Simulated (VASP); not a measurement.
Wanted: the native input for a VASP 6.6.1 run.

- Task: single point
- Functional: PBE
- Potentials or basis: VASP PAW PBE potentials, release 64 (Zn)
- Cutoff: 500 eV
- k mesh: 12 × 12 × 12
- Occupations: gaussian, width 0.02 eV
- Spin: no spin polarisation
- Dipole correction: no
- Further INCAR settings: ALGO = Normal; EDIFF = 1e-06; NBANDS = 12

The structure of Zn lies in POSCAR:

```
Zn
1.0
   -1.5690370000      1.5690370000      1.5690370000
    1.5690370000     -1.5690370000      1.5690370000
    1.5690370000      1.5690370000     -1.5690370000
Zn
1
Direct
    0.0000000000      0.0000000000      0.0000000000
```

These files were run (other wordings do the same):

INCAR

```
SYSTEM = Zn
PREC     = Accurate       ! precision mode
ENCUT    = 500            ! plane-wave cutoff, eV
EDIFF    = 1E-6           ! SCF threshold, eV
ISMEAR   = 0              ! smearing method
SIGMA    = 0.02           ! smearing width, eV
LREAL    = .FALSE.        ! projectors in reciprocal space
LASPH    = .TRUE.         ! aspherical terms in the spheres
NELM     = 120            ! most SCF steps
ALGO     = Normal         ! electronic algorithm
ISIF     = 2              ! what is computed and relaxed
LWAVE    = .FALSE.        ! write WAVECAR
LCHARG   = .TRUE.         ! write CHGCAR
GGA      = PE             ! functional
LELF     = .TRUE.         ! ELF
LVHAR    = .TRUE.       
NBANDS   = 12             ! bands
GGA_COMPAT= .FALSE.
```

KPOINTS

```
regular mesh
0
G
  12 12 12
  0 0 0
```

Potentials or basis: VASP PAW PBE potentials, release 64 (Zn).

Run with:

```sh
$ cat potpaw_PBE.64/Zn/POTCAR > POTCAR
$ mpirun -np 1 vasp_std > vasp.out
```

It gave:

- Pressure: 0.1 GPa
- Band gap on the k mesh: zero (band 6 reaches 7.27 eV, above the bottom of band 7 at 2.09 eV)

Wall time 4.6 s on 1 thread of Intel(R) Xeon(R) 6975P-C (Granite Rapids), on a shared host, peak memory 0.12 GiB.
